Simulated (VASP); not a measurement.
# WSe2 (P1) in VASP: single point with LDA

Aim: the single point of WSe2 with LDA.

Everything below comes from runs of VASP 6.6.1. Logs are shortened: lines on timing, memory, paths and dates and some standing lists are left out, and cuts for length are marked.

## Step 1: The cell of the first run

The typed cell holds 6 atoms: a = 3.191 Å, b = 3.322 Å, c = 13.480 Å, α = 89.20°, β = 93.36°, γ = 121.38°.

## Step 2: Single point, LDA (atoms moved at random and the cell strained at random)

INCAR reads:

```
SYSTEM = WSe2
  PREC = Accurate
  ENCUT = 500
  EDIFF = 1E-6
  ISMEAR = 0
  SIGMA = 0.05
  LREAL = .FALSE.
  LASPH = .TRUE.
  NELM = 120
  ALGO = Normal
  ISIF = 2
  LWAVE = .FALSE.
  LCHARG = .FALSE.
  GGA = CA
  NBANDS = 35
  GGA_COMPAT = .FALSE.
```

KPOINTS reads:

```
Automatic mesh
0
G
  12 12 2
  0 0 0
```

POSCAR reads:

```
WSe2
1.0
    3.1885979658     -0.0769853128     -0.0970856359
   -1.6609702195      2.8766543612      0.0235895101
   -0.3827359544     -0.1135904383     13.4737372830
W Se
2 4
Direct
    0.3330580016      0.6653981925      0.2461249473
    0.6744579494      0.3471493122      0.7540441409
    0.3508405795      0.6727930703      0.6194241720
    0.6544237785      0.3181062848      0.1218224628
    0.3321058037      0.6776068275      0.8800299357
    0.6551138875      0.3189463128      0.3785543412
```

Potentials or basis: VASP PAW LDA potentials, release 64 (W_sv, Se).

Run with:

```
$ cat potpaw_LDA.64/W_sv/POTCAR potpaw_LDA.64/Se/POTCAR > POTCAR
$ mpirun -np 1 vasp_std > vasp.out
```

OUTCAR:

```text
SYSTEM = WSe2
   PREC = Accurate
   ENCUT = 500
   EDIFF = 1E-6
   ISMEAR = 0
   LREAL = .FALSE.
   LASPH = .TRUE.
   NELM = 120
   ISIF = 2
   GGA = CA

 ion  position               nearest neighbor table
   1  0.333  0.665  0.246-   4 2.42   4 2.52   6 2.55   6 2.55   4 2.58   6 2.64
   2  0.674  0.347  0.754-   5 2.39   3 2.53   5 2.57   5 2.61   3 2.62   3 2.66
   3  0.351  0.673  0.619-   2 2.53   2 2.62   2 2.66
   4  0.654  0.318  0.122-   1 2.42   1 2.52   1 2.58
   5  0.332  0.678  0.880-   2 2.39   2 2.57   2 2.61
   6  0.655  0.319  0.379-   1 2.55   1 2.55   1 2.64

  LATTYP: Found a triclinic cell.
 ALAT       =     3.1910044416
 B/A-ratio  =     0.9997390109
 C/A-ratio  =     4.2242657624
 COS(alpha) =     0.0440198968
 COS(beta)  =     0.0585803360
 COS(gamma) =     0.4580216713

  Lattice vectors:

 A1 = (  -3.1885979658,   0.0769853128,   0.0970856359)
 A2 = (  -1.5276277463,  -2.7996690484,   0.0734961258)
 A3 = (  -0.3827359544,  -0.1135904383,  13.4737372830)

Analysis of symmetry for initial positions (statically):
=====================================================================
 Subroutine PRICEL returns:
 Original cell was already a primitive cell.

 Routine SETGRP: Setting up the symmetry group for a
 triclinic supercell.

 Subroutine GETGRP returns: Found  1 space group operations
 (whereof  1 operations were pure point group operations)
 out of a pool of  2 trial point group operations.

The static configuration has the point symmetry C_1 .

Analysis of symmetry for dynamics (positions and initial velocities):
=====================================================================
 Subroutine PRICEL returns:
 Original cell was already a primitive cell.

 Routine SETGRP: Setting up the symmetry group for a
 triclinic supercell.

 Subroutine GETGRP returns: Found  1 space group operations
 (whereof  1 operations were pure point group operations)
 out of a pool of  2 trial point group operations.

The dynamic configuration has the point symmetry C_1 .

 Subroutine INISYM returns: Found  1 space group operations
 (whereof  1 operations are pure point group operations),
 and found     1 'primitive' translations

----------------------------------------------------------------------------------------

                                     Primitive cell

  volume of cell :     121.7489

  direct lattice vectors                    reciprocal lattice vectors
     3.188597966 -0.076985313 -0.097085636     0.318376257  0.183742478  0.010592861
    -1.660970220  2.876654361  0.023589510     0.008610408  0.352571292  0.003216943
    -0.382735954 -0.113590438 13.473737283     0.002279000  0.000706691  0.074289153

  length of vectors
     3.191004442  3.321824626 13.479650810     0.367745766  0.352691089  0.074327461

  position of ions in fractional coordinates (direct lattice)
     0.333058002  0.665398192  0.246124947
     0.674457949  0.347149312  0.754044141
     0.350840580  0.672793070  0.619424172
     0.654423779  0.318106285  0.121822463
     0.332105804  0.677606828  0.880029936
     0.655113888  0.318946313  0.378554341

  ion indices of the primitive-cell ions
   primitive index   ion index
                 1           1
                 2           2
                 3           3
                 4           4
                 5           5
                 6           6

----------------------------------------------------------------------------------------

 KPOINTS: Automatic mesh

Automatic generation of k-mesh.
 Grid dimensions read from file:
 generate k-points for:   12   12    2

 Generating k-lattice:

  Cartesian coordinates                     Fractional coordinates (reciprocal lattice)
     0.026531355  0.015311873  0.000882738     0.083333333  0.000000000  0.000000000
     0.000717534  0.029380941  0.000268079    -0.000000000  0.083333333  0.000000000
     0.001139500  0.000353346  0.037144576     0.000000000  0.000000000  0.500000000

  Length of vectors
     0.030645480  0.029390924  0.037163731

  Shift w.r.t. Gamma in fractional coordinates (k-lattice)
     0.000000000  0.000000000  0.000000000

 Subroutine IBZKPT returns following result:
 ===========================================

 Found    148 irreducible k-points:

 Following reciprocal coordinates:
            Coordinates               Weight
  0.000000  0.000000  0.000000      1.000000
  0.083333 -0.000000  0.000000      2.000000
  0.166667 -0.000000  0.000000      2.000000
  0.250000 -0.000000  0.000000      2.000000
  0.333333 -0.000000  0.000000      2.000000
  0.416667 -0.000000  0.000000      2.000000
[... 16 lines left out ...]
  0.250000  0.166667  0.000000      2.000000
  0.333333  0.166667  0.000000      2.000000
 [... further k-points ...]
   k-points           NKPTS =    148   k-points in BZ     NKDIM =    148   number of bands    NBANDS=     35
   number of dos      NEDOS =    301   number of ions     NIONS =      6
   total plane-waves  NPLWV =  56448
   dimension x,y,z NGX =    24 NGY =   24 NGZ =   98
   dimension x,y,z NGXF=    48 NGYF=   48 NGZF=  196
   ions per type =               2   4
   NGX,Y,Z   is equivalent  to a cutoff of  12.50, 12.01, 12.09 a.u.
   NGXF,Y,Z  is equivalent  to a cutoff of  25.01, 24.02, 24.17 a.u.
 SYSTEM =  WSe2
   PREC   = accura    normal or accurate (medium, high low for compatibility)
   ISTART =      0    job   : 0-new  1-cont  2-samecut
   ICHARG =      2    charge: 1-file 2-atom 10-const
   ISPIN  =      1    spin polarized calculation?
   LNONCOLLINEAR =      F non collinear calculations
   LSORBIT =      F    spin-orbit coupling
   LASPH  =      T    aspherical Exc in radial PAW
   ENCUT  =  500.0 eV  36.75 Ry    6.06 a.u.   5.82  6.06 24.58*2*pi/ulx,y,z
   NELM   =    120;   NELMIN=  2; NELMDL= -5     # of ELM steps
   EDIFF  = 0.1E-05   stopping-criterion for ELM
   LREAL  =      F    real-space projection
   EDIFFG = 0.1E-04   stopping-criterion for IOM
   NSW    =      0    number of steps for IOM
   IBRION =     -1    ionic relax: 0-MD 1-quasi-New 2-CG
   NFREE  =      0    steps in history (QN), initial steepest desc. (CG)
   ISIF   =      2    stress and relaxation
   ISYM   =      2    0-nonsym 1-usesym 2-fastsym
   POTIM  = 0.5000    time-step for ionic-motion
   TEBEG  =    0.0;   TEEND  =   0.0 temperature during run
   PSTRESS=    0.0 pullay stress
   NELECT =      52.0000    total number of electrons
   NUPDOWN=      -1.0000    fix difference up-down
   EMIN   =  10.00;   EMAX   =-10.00  energy-range for DOS
   EFERMI =   0.00;   METHOD = LEGACY
   ISMEAR =     0;   SIGMA  =   0.05  broadening in eV -4-tet -1-fermi 0-gaus
   EFERMI_NEDOS =   21; number of points for ismear=-14 and -15
   IALGO  =     38    algorithm
   IMIX   =      4    mixing-type and parameters
     AMIX     =   0.40;   BMIX     =  1.00
     AMIX_MAG =   1.60;   BMIX_MAG =  1.00
  volume/ion in A,a.u.               =      20.29       136.93
  Fermi-wavevector in a.u.,A,eV,Ry     =   1.232880  2.329806 20.680771  1.519994
  Thomas-Fermi vector in A             =   2.367633
   LORBIT       =      0    0 simple, 1 ext, 2 COOP (PROOUT), +10 PAW based schemes
   GGA     = CA    functional components
   LHFCALC =     F    Hartree Fock is set to
   AEXX    =    0.0000 exact exchange contribution
   IVDW    =     0    specifies the selected vdW correction
   LEPSILON=     F    determine dielectric tensor
   LRPA    =     F    only Hartree local field effects (RPA)
 non-spin polarized calculation
 Gauss-broadening in eV      SIGMA  =   0.05
  energy-cutoff  :      500.00
  volume of cell :      121.75
 maximum number of plane-waves:      3120
   NGX = 11   NGY = 13   NGZ = 49

 number of electron      51.9999999 magnetization

 Free energy of the ion-electron system (eV)
  ---------------------------------------------------
  ext. energy  EPLUGINS =         0.00000000
  ---------------------------------------------------
  free energy    TOTEN  =       -47.88000728 eV

  energy without entropy =      -47.88000728  energy(sigma->0) =      -47.88000728

 E-fermi :   6.3671     XC(G=0): -11.0015

 val. band max:        6.0404558024   @ k =   0.3333   0.3333  -0.0000
 cond. band min:       6.8935101454   @ k =  -0.3333   0.1667   0.0000
 fundamental gap:      0.8530543430
 Fermi energy:         6.3671267116

 k-point     1 :       0.0000    0.0000    0.0000
  band No.  band energies     occupation
      1     -67.6209      2.00000
      2     -67.6188      2.00000
      3     -32.1686      2.00000
      4     -32.1628      2.00000
      5     -31.9965      2.00000
      6     -31.9754      2.00000
[... 27 lines left out ...]
     34       9.6315      0.00000
     35      10.8640      0.00000

 k-point     2 :       0.0833   -0.0000    0.0000
  band No.  band energies     occupation
      1     -67.6198      2.00000
      2     -67.6177      2.00000
      3     -32.1646      2.00000
      4     -32.1588      2.00000
      5     -32.0023      2.00000
      6     -31.9811      2.00000
[... 27 lines left out ...]
     34       9.3331      0.00000
     35      11.4326      0.00000

 k-point     3 :       0.1667   -0.0000    0.0000
  band No.  band energies     occupation
      1     -67.6168      2.00000
      2     -67.6147      2.00000
      3     -32.1536      2.00000
      4     -32.1481      2.00000
      5     -32.0182      2.00000
      6     -31.9969      2.00000
[... 27 lines left out ...]
     34       9.5638      0.00000
     35      12.0675      0.00000
[... 723 lines left out ...]
 k-point    23 :       0.2500    0.1667    0.0000
  band No.  band energies     occupation
      1     -67.6079      2.00000
      2     -67.6060      2.00000
      3     -32.1675      2.00000
      4     -32.1462      2.00000
      5     -32.1196      2.00000
      6     -32.1145      2.00000
[... 27 lines left out ...]
     34      10.6508      0.00000
     35      12.0919      0.00000

 k-point    24 :       0.3333    0.1667    0.0000
  band No.  band energies     occupation
      1     -67.6053      2.00000
      2     -67.6034      2.00000
      3     -32.1917      2.00000
      4     -32.1740      2.00000
      5     -32.1104      2.00000
      6     -32.1056      2.00000
[... 27 lines left out ...]
     34      10.5991      0.00000
     35      11.2700      0.00000

 [... further k-points ...]

------------------------ aborting loop because EDIFF is reached ----------------------------------------

  FORCE on cell =-STRESS in cart. coord.  units (eV):
  Direction    XX          YY          ZZ          XY          YZ          ZX
  --------------------------------------------------------------------------------------
  -------------------------------------------------------------------------------------
  Total        1.5221491     -2.4386899     -6.6581192      3.6514551      1.7479925      6.6174580
  in kB       20.0310015    -32.0923900    -87.6187468     48.0519969     23.0030291     87.0836586
  external PRESSURE =     -33.2267118 kB  Pullay stress =       0.0000000 kB

 VOLUME and BASIS-vectors are now :
 -----------------------------------------------------------------------------
  energy-cutoff  :      500.00
  volume of cell :      121.75
      direct lattice vectors                 reciprocal lattice vectors
     3.188597966 -0.076985313 -0.097085636     0.318376257  0.183742478  0.010592861
    -1.660970220  2.876654361  0.023589510     0.008610408  0.352571292  0.003216943
    -0.382735954 -0.113590438 13.473737283     0.002279000  0.000706691  0.074289153

 POSITION                                       TOTAL-FORCE (eV/Angst)
 -----------------------------------------------------------------------------------
     -0.13742      1.86052      3.29958         0.315888     -0.279828      1.601678
      1.28537      0.86105     10.10250        -0.502984     -0.654378     -1.715870
     -0.23588      1.83802      8.32777        -0.809621      0.074729      1.764971
      1.51170      0.85086      1.58537        -0.942746     -0.106145     -0.158973
     -0.40335      1.82371     11.84103         1.318712      0.574946     -0.068148
      1.41425      0.82406      5.04446         0.620751      0.390675     -1.423658
 -----------------------------------------------------------------------------------
    total drift:                                0.000216      0.000269     -0.000215

  FREE ENERGIE OF THE ION-ELECTRON SYSTEM (eV)
  ---------------------------------------------------
  free  energy   TOTEN  =       -47.8800072849 eV

  energy  without entropy=      -47.8800072849  energy(sigma->0) =      -47.88000728
```

It took 2.9 min on 1 thread of Intel Xeon 6975P-C (Granite Rapids), shared host; peak memory 0.54 GiB.

What came out:

- Free energy: -47.8800 eV
- Pressure: -3.3 GPa
- Largest force: 1.943 eV/Å
- Band gap on the k mesh: 0.85 eV (least direct gap 1.36 eV)

Forces in eV/Å, atoms in the order of the input:
```
W    0.316 -0.280  1.602
W   -0.503 -0.654 -1.716
Se  -0.810  0.075  1.765
Se  -0.943 -0.106 -0.159
Se   1.319  0.575 -0.068
Se   0.621  0.391 -1.424
```

Caveat: the cell differs from its parent crystal (atoms moved at random and the cell strained at random); the cell stands under tension; spin-orbit coupling is left out, which moves the levels of the heavy elements; forces of over 1 eV/Å act on the atoms, so gaps and moduli don't describe the material at rest. A k mesh can miss the band edges.
